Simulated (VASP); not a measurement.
Write the native input for VASP 6.6.1 that does the following.

| Item | Value |
| --- | --- |
| Task | single point |
| Functional | PBE |
| Potentials or basis | VASP PAW PBE potentials, release 64 (Ti_sv) |
| Cutoff | 520 eV |
| k mesh | 18 × 18 × 10 |
| Occupations | gaussian, width 0.1 eV |
| Spin | no spin polarisation |
| Dipole correction | no |
| Further INCAR settings | ALGO = Normal; EDIFF = 1e-06; NBANDS = 19 |

The structure of Ti lies in POSCAR:

```
Ti
1.0
    2.8130798469      0.0000000000      0.0000000000
   -1.4065399235      2.4361986103      0.0000000000
    0.0000000000      0.0000000000      4.4656744653
Ti
2
Direct
    0.3333333333      0.6666666667      0.2500000000
    0.6666666667      0.3333333333      0.7500000000
```

The input as run:

INCAR

```
SYSTEM = Ti
PREC     = Accurate       ! precision mode
ENCUT    = 520            ! plane-wave cutoff, eV
EDIFF    = 1E-6           ! SCF threshold, eV
ISMEAR   = 0              ! smearing method
SIGMA    = 0.1            ! smearing width, eV
LREAL    = .False.        ! projectors in reciprocal space
LASPH    = .True.         ! aspherical terms in the spheres
NELM     = 60             ! most SCF steps
ALGO     = Normal         ! electronic algorithm
ISIF     = 2              ! what is computed and relaxed
LWAVE    = .False.        ! write WAVECAR
LCHARG   = .False.        ! write CHGCAR
GGA      = PE             ! functional
NBANDS   = 19             ! bands
```

KPOINTS

```
regular mesh
0
Gamma
  18 18 10
  0 0 0
```

Potentials or basis: VASP PAW PBE potentials, release 64 (Ti_sv).

Run with:

```console
$ cat potpaw_PBE.64/Ti_sv/POTCAR > POTCAR
$ mpirun -np 1 vasp_std > vasp.out
```

Results of the run:

The pressure is 17.4 GPa and the band gap on the k mesh is zero (bands 12 and 13 overlap by 1.22 eV).

Caveat: the cell stands under pressure.

Wall time 75 s on 1 thread of Intel(R) Xeon(R) Platinum 8488C (Sapphire Rapids), with other jobs on the host, peak memory 0.23 GiB.
